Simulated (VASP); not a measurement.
CsCaF3, 5 atoms in the cell. Symmetry: Pm-3m, No. 221, cubic system. Conventional cell: a = 4.606 Å, b = 4.606 Å, c = 4.606 Å, α = 90.00°, β = 90.00°, γ = 90.00°. Cs (site symmetry m-3m) has 12 F at 3.26 Å and 8 Ca at 3.99 Å within 4.3 Å. Within 3.0 Å of Ca (site symmetry m-3m) lie 6 F at 2.30 Å. F (site symmetry 4/mmm) has 2 Ca at 2.30 Å within 3.0 Å. 

```yaml
Program: VASP 6.6.1
Task: single point
Functional: r2SCAN
Potentials_or_basis: VASP PAW PBE potentials, release 64 (Cs_sv, Ca_sv, F)
Cutoff: 520 eV
k_mesh: 6 × 6 × 6
Occupations: gaussian, width 0.02 eV
Spin: no spin polarisation
Dipole_correction: no
Further_INCAR_settings: ALGO = Normal; EDIFF = 1e-07; NBANDS = 28
```

Potentials or basis: VASP PAW PBE potentials, release 64 (Cs_sv, Ca_sv, F).

Launch:

```bash
$ cat potpaw_PBE.64/Cs_sv/POTCAR potpaw_PBE.64/Ca_sv/POTCAR potpaw_PBE.64/F/POTCAR > POTCAR
$ cp INCAR.step1 INCAR
$ mpirun -np 1 vasp_std > vasp.out
$ cp INCAR.step2 INCAR
$ mpirun -np 1 vasp_std > vasp.out
```

Hardware: 1 thread of Intel(R) Xeon(R) Platinum 8488C (Sapphire Rapids), on a shared host.

Estimate the wall time of this run.

Wall time 2.8 min on 1 thread of Intel(R) Xeon(R) Platinum 8488C (Sapphire Rapids), on a shared host, peak memory 0.24 GiB. Counts: k points 20.
